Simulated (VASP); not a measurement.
# SnO (C2/m) in VASP: electric field gradients with PBE

Aim: the electric field gradients of SnO with PBE.

Everything below comes from runs of VASP 6.6.1. Logs are shortened: lines on timing, memory, paths and dates and some standing lists are left out, and cuts for length are marked.

### 1 The cell of the first run

The structure is monoclinic, space group C2/m (No. 12). Conventional cell: a = 5.297 Å, b = 5.457 Å, c = 4.837 Å, α = 90.00°, β = 92.45°, γ = 90.00°. Sn (site symmetry m) has 4 O at 2.19 to 2.25 Å within 2.9 Å. O (site symmetry 2) has 4 Sn at 2.19 to 2.25 Å and 4 O at 2.65 to 2.73 Å within 2.9 Å.

### 2 Electric field gradients, PBE (equal xy, yz and zx shear strains of -3 %)

INCAR reads:

```
SYSTEM = SnO
  PREC = Accurate
  ENCUT = 520
  EDIFF = 1E-8
  ISMEAR = -1
  SIGMA = 0.01
  LREAL = .FALSE.
  LASPH = .TRUE.
  NELM = 100
  ALGO = Normal
  ISIF = 2
  LWAVE = .FALSE.
  LCHARG = .FALSE.
  GGA = PE
  LEFG = .TRUE.
  NBANDS = 28
```

KPOINTS reads:

```
regular mesh
0
G
  8 8 6
  0 0 0
```

POSCAR reads:

```
SnO
1.0
    3.8020000000     -0.0570300000     -0.0570300000
   -0.0570300000      3.8020000000     -0.0570300000
   -0.0725400000     -0.0725400000      4.8360000000
Sn O
2 2
Direct
    0.0000000000      0.5000000000      0.2385000000
    0.5000000000      0.0000000000      0.7615000000
    0.0000000000      0.0000000000      0.0000000000
    0.5000000000      0.5000000000      0.0000000000
```

Potentials or basis: VASP PAW PBE potentials, release 64 (Sn_d, O).

Run with:

```sh
$ cat potpaw_PBE.64/Sn_d/POTCAR potpaw_PBE.64/O/POTCAR > POTCAR
$ mpirun -np 1 vasp_std > vasp.out
```

OUTCAR:

```text
SYSTEM = SnO
   PREC = Accurate
   ENCUT = 520
   EDIFF = 1E-8
   ISMEAR = -1
   LREAL = .FALSE.
   LASPH = .TRUE.
   NELM = 100
   ISIF = 2
   GGA = PE

 ion  position               nearest neighbor table
   1  0.000  0.500  0.239-   3 2.19   4 2.19   3 2.25   4 2.25   2 3.44   2 3.57   2 3.57   2 3.58
                             2 3.59   2 3.72   2 3.72   2 3.74
   2  0.500  0.000  0.761-   3 2.19   4 2.19   4 2.25   3 2.25   1 3.44   1 3.57   1 3.57   1 3.58
                             1 3.59   1 3.72   1 3.72   1 3.74
   3  0.000  0.000  0.000-   1 2.19   2 2.19   1 2.25   2 2.25
   4  0.500  0.500  0.000-   1 2.19   2 2.19   2 2.25   1 2.25

  LATTYP: Found a base centered monoclinic cell.
 ALAT       =     5.2974154345
 B/A-ratio  =     1.0302179678
 C/A-ratio  =     1.3250374009
 COS(beta)  =    -0.7252498369

  Lattice vectors:

 A1 = (  -3.8020000000,   0.0570300000,   0.0570300000)
 A2 = (   0.0570300000,  -3.8020000000,   0.0570300000)
 A3 = (   3.6724300000,   3.6724300000,   4.7219400000)

Analysis of symmetry for initial positions (statically):
=====================================================================
 Subroutine PRICEL returns:
 Original cell was already a primitive cell.

 Routine SETGRP: Setting up the symmetry group for a
 base centered monoclinic supercell.

 Subroutine GETGRP returns: Found  4 space group operations
 (whereof  2 operations were pure point group operations)
 out of a pool of  4 trial point group operations.

The static configuration has the point symmetry C_2 .
 The point group associated with its full space group is C_2h.

Analysis of symmetry for dynamics (positions and initial velocities):
=====================================================================
 Subroutine PRICEL returns:
 Original cell was already a primitive cell.

 Routine SETGRP: Setting up the symmetry group for a
 base centered monoclinic supercell.

 Subroutine GETGRP returns: Found  4 space group operations
 (whereof  2 operations were pure point group operations)
 out of a pool of  4 trial point group operations.

The dynamic configuration has the point symmetry C_2 .
 The point group associated with its full space group is C_2h.

 Subroutine INISYM returns: Found  4 space group operations
 (whereof  2 operations are pure point group operations),
 and found     1 'primitive' translations

----------------------------------------------------------------------------------------

                                     Primitive cell

  volume of cell :      69.8577

  direct lattice vectors                    reciprocal lattice vectors
     3.802000000 -0.057030000 -0.057030000     0.263139680  0.004007203  0.004007203
    -0.057030000  3.802000000 -0.057030000     0.004007203  0.263139680  0.004007203
    -0.072540000 -0.072540000  4.836000000     0.003150411  0.003150411  0.206876977

  length of vectors
     3.802855354  3.802855354  4.837087978     0.263200696  0.263200696  0.206924947

  position of ions in fractional coordinates (direct lattice)
     0.000000000  0.500000000  0.238500000
     0.500000000  0.000000000  0.761500000
     0.000000000  0.000000000  0.000000000
     0.500000000  0.500000000  0.000000000

  ion indices of the primitive-cell ions
   primitive index   ion index
                 1           1
                 2           2
                 3           3
                 4           4

----------------------------------------------------------------------------------------

 KPOINTS: regular mesh

Automatic generation of k-mesh.
 Grid dimensions read from file:
 generate k-points for:    8    8    6

 Generating k-lattice:

  Cartesian coordinates                     Fractional coordinates (reciprocal lattice)
     0.032892460  0.000500900  0.000500900     0.125000000  0.000000000  0.000000000
     0.000500900  0.032892460  0.000500900     0.000000000  0.125000000  0.000000000
     0.000525068  0.000525068  0.034479496     0.000000000  0.000000000  0.166666667
[... 46 lines left out ...]
   NGXF,Y,Z  is equivalent  to a cutoff of  24.48, 24.48, 24.75 a.u.
 SYSTEM =  SnO
   PREC   = accura    normal or accurate (medium, high low for compatibility)
   ISTART =      0    job   : 0-new  1-cont  2-samecut
   ICHARG =      2    charge: 1-file 2-atom 10-const
   ISPIN  =      1    spin polarized calculation?
   LNONCOLLINEAR =      F non collinear calculations
   LSORBIT =      F    spin-orbit coupling
   LASPH  =      T    aspherical Exc in radial PAW
   ENCUT  =  520.0 eV  38.22 Ry    6.18 a.u.   7.07  7.07  8.99*2*pi/ulx,y,z
   NELM   =    100;   NELMIN=  2; NELMDL= -5     # of ELM steps
   EDIFF  = 0.1E-07   stopping-criterion for ELM
   LREAL  =      F    real-space projection
   EDIFFG = 0.1E-06   stopping-criterion for IOM
   NSW    =      0    number of steps for IOM
   IBRION =     -1    ionic relax: 0-MD 1-quasi-New 2-CG
   NFREE  =      0    steps in history (QN), initial steepest desc. (CG)
   ISIF   =      2    stress and relaxation
   ISYM   =      2    0-nonsym 1-usesym 2-fastsym
   POTIM  = 0.5000    time-step for ionic-motion
   TEBEG  =    0.0;   TEEND  =   0.0 temperature during run
   PSTRESS=    0.0 pullay stress
   NELECT =      40.0000    total number of electrons
   NUPDOWN=      -1.0000    fix difference up-down
   EMIN   =  10.00;   EMAX   =-10.00  energy-range for DOS
   EFERMI =   0.00;   METHOD = LEGACY
   ISMEAR =    -1;   SIGMA  =   0.01  broadening in eV -4-tet -1-fermi 0-gaus
   EFERMI_NEDOS =   21; number of points for ismear=-14 and -15
   IALGO  =     38    algorithm
   IMIX   =      4    mixing-type and parameters
     AMIX     =   0.40;   BMIX     =  1.00
     AMIX_MAG =   1.60;   BMIX_MAG =  1.00
  volume/ion in A,a.u.               =      17.46       117.86
  Fermi-wavevector in a.u.,A,eV,Ry     =   1.359430  2.568949 25.144230  1.848049
  Thomas-Fermi vector in A             =   2.486178
   LORBIT       =      0    0 simple, 1 ext, 2 COOP (PROOUT), +10 PAW based schemes
   GGA     = PE    functional components
   LHFCALC =     F    Hartree Fock is set to
   AEXX    =    0.0000 exact exchange contribution
   IVDW    =     0    specifies the selected vdW correction
   LEPSILON=     F    determine dielectric tensor
   LRPA    =     F    only Hartree local field effects (RPA)
 non-spin polarized calculation
  energy-cutoff  :      520.00
  volume of cell :       69.86
 maximum number of plane-waves:      1899
   NGX = 15   NGY = 15   NGZ = 17

 number of electron      40.0000002 magnetization

 Free energy of the ion-electron system (eV)
  ---------------------------------------------------
  ext. energy  EPLUGINS =         0.00000000
  ---------------------------------------------------
  free energy    TOTEN  =       -22.62866466 eV

  energy without entropy =      -22.62853579  energy(sigma->0) =      -22.62860022

 E-fermi :   7.2558     XC(G=0): -10.2710

 val. band max:        7.2525374529   @ k =   0.0000   0.0000   0.0000
 cond. band min:       7.3297138251   @ k =   0.5000   0.5000   0.0000
 fundamental gap:      0.0771763722
 Fermi energy:         7.2558413341

 k-point     1 :       0.0000    0.0000    0.0000
  band No.  band energies     occupation
      1     -14.8248      2.00000
      2     -14.4001      2.00000
      3     -14.3803      2.00000
      4     -14.3642      2.00000
      5     -14.3356      2.00000
      6     -14.3282      2.00000
[... 733 lines left out ...]
     27      14.8179      0.00000
     28      17.5553      0.00000

 [... further k-points ...]

------------------------ aborting loop because EDIFF is reached ----------------------------------------

  FORCE on cell =-STRESS in cart. coord.  units (eV):
  Direction    XX          YY          ZZ          XY          YZ          ZX
  --------------------------------------------------------------------------------------
  -------------------------------------------------------------------------------------
  Total        2.2295998      2.2295998      1.6888666      1.1081428      0.7588542      0.7588519
  in kB       51.1355766     51.1355766     38.7339328     25.4151098     17.4042210     17.4041673
  external PRESSURE =      47.0016953 kB  Pullay stress =       0.0000000 kB

 VOLUME and BASIS-vectors are now :
 -----------------------------------------------------------------------------
  energy-cutoff  :      520.00
  volume of cell :       69.86
      direct lattice vectors                 reciprocal lattice vectors
     3.802000000 -0.057030000 -0.057030000     0.263139680  0.004007203  0.004007203
    -0.057030000  3.802000000 -0.057030000     0.004007203  0.263139680  0.004007203
    -0.072540000 -0.072540000  4.836000000     0.003150411  0.003150411  0.206876977

 POSITION                                       TOTAL-FORCE (eV/Angst)
 -----------------------------------------------------------------------------------
     -0.04582      1.88370      1.12487         0.194146      0.194146      0.472699
      1.84576     -0.08375      3.65410        -0.194146     -0.194146     -0.472699
      0.00000      0.00000      0.00000         0.129059     -0.129059      0.000000
      1.87248      1.87248     -0.05703        -0.129059      0.129059      0.000000
 -----------------------------------------------------------------------------------
    total drift:                                0.000000      0.000000      0.000000

  FREE ENERGIE OF THE ION-ELECTRON SYSTEM (eV)
  ---------------------------------------------------
  free  energy   TOTEN  =       -22.6286646588 eV

  energy  without entropy=      -22.6285357911  energy(sigma->0) =      -22.62860022

 Electric field gradients (V/A^2)
---------------------------------------------------------------------
 ion       V_xx      V_yy      V_zz      V_xy      V_xz      V_yz
---------------------------------------------------------------------
   1      82.352    82.352  -164.704     4.131   -27.062   -27.062
   2      82.352    82.352  -164.704     4.131   -27.062   -27.062
   3      -1.046    -1.046     2.092    -9.543     0.749     0.749
   4      -1.046    -1.046     2.092    -9.543     0.749     0.749
---------------------------------------------------------------------

 Electric field gradients after diagonalization (V/A^2)
 (convention: |V_zz| > |V_xx| > |V_yy|)
----------------------------------------------------------------------
 ion       V_xx      V_yy      V_zz     asymmetry (V_yy - V_xx)/ V_zz
----------------------------------------------------------------------
   1      92.185    78.221  -170.406       0.082
   2      92.185    78.221  -170.406       0.082
   3       8.497     2.180   -10.677       0.592
   4       8.497     2.180   -10.677       0.592
----------------------------------------------------------------------

           NMR quadrupolar parameters

 Cq : quadrupolar parameter    Cq=e*Q*V_zz/h
 eta: asymmetry parameters     (V_yy - V_xx)/ V_zz
 Q  : nuclear electric quadrupole moment in mb (millibarn)
----------------------------------------------------------------------
 ion       Cq(MHz)       eta       Q (mb)
----------------------------------------------------------------------
   1      -0.412       0.082       1.000
   2      -0.412       0.082       1.000
   3      -0.026       0.592       1.000
   4      -0.026       0.592       1.000
----------------------------------------------------------------------
```

Run time: 95 s. Hardware: 1 thread of Intel Xeon 6975P-C (Granite Rapids), shared host; peak memory 0.3 GiB.

What came out:

```yaml
Free_energy: -22.6287 eV
Pressure: 4.7 GPa
Largest_force: 0.547 eV/Å
Band_gap_on_the_k_mesh: zero (band 20 reaches 7.25 eV, above the bottom of band 21 at 7.24 eV)
```

Forces in eV/Å, atoms in the order of the input:
```
Sn   0.194  0.194  0.473
Sn  -0.194 -0.194 -0.473
O    0.129 -0.129  0.000
O   -0.129  0.129  0.000
```

Stress tensor (GPa, compression positive):
```
5.11 2.54 1.74
2.54 5.11 1.74
1.74 1.74 3.87
```

Levels at points of the mesh, in eV from the Fermi level:
| k point | band 17 | band 18 | band 19 | band 20 | band 21 | band 22 | band 23 | band 24 |
| --- | --- | --- | --- | --- | --- | --- | --- | --- |
| (0.00, 0.00, 0.00) | -3.55 | -3.43 | -3.02 | 0.00 | 2.07 | 4.31 | 4.52 | 4.75 |
| (0.50, 0.00, 0.00) | -4.94 | -4.85 | -2.85 | -2.69 | 3.02 | 3.32 | 5.67 | 5.94 |
| (0.50, 0.50, 0.00) | -2.70 | -2.43 | -2.05 | -1.84 | -0.01 | 0.07 | 4.31 | 4.57 |
| (0.00, 0.00, 0.50) | -3.44 | -3.13 | -3.05 | -2.29 | 1.65 | 2.87 | 3.03 | 3.65 |
| (0.50, 0.00, 0.50) | -4.90 | -4.82 | -1.93 | -1.67 | 2.39 | 2.71 | 5.36 | 5.37 |
| (0.50, 0.50, 0.50) | -2.93 | -2.70 | -2.54 | -2.43 | 2.26 | 2.31 | 3.92 | 4.09 |

Electric field gradients, principal values (V/Å²):
| atom | least | middle | greatest (by size) |
| --- | --- | --- | --- |
| 1 Sn | 78.221 | 92.185 | -170.406 |
| 2 Sn | 78.221 | 92.185 | -170.406 |
| 3 O | 2.180 | 8.497 | -10.677 |
| 4 O | 2.180 | 8.497 | -10.677 |

Caveat: the cell differs from its parent crystal (equal xy, yz and zx shear strains of -3 %); without QUAD_EFG the Cq values of the log hold for a quadrupole moment of 1 mb, not for the nuclei; spin-orbit coupling is left out, which moves the levels of the heavy elements.
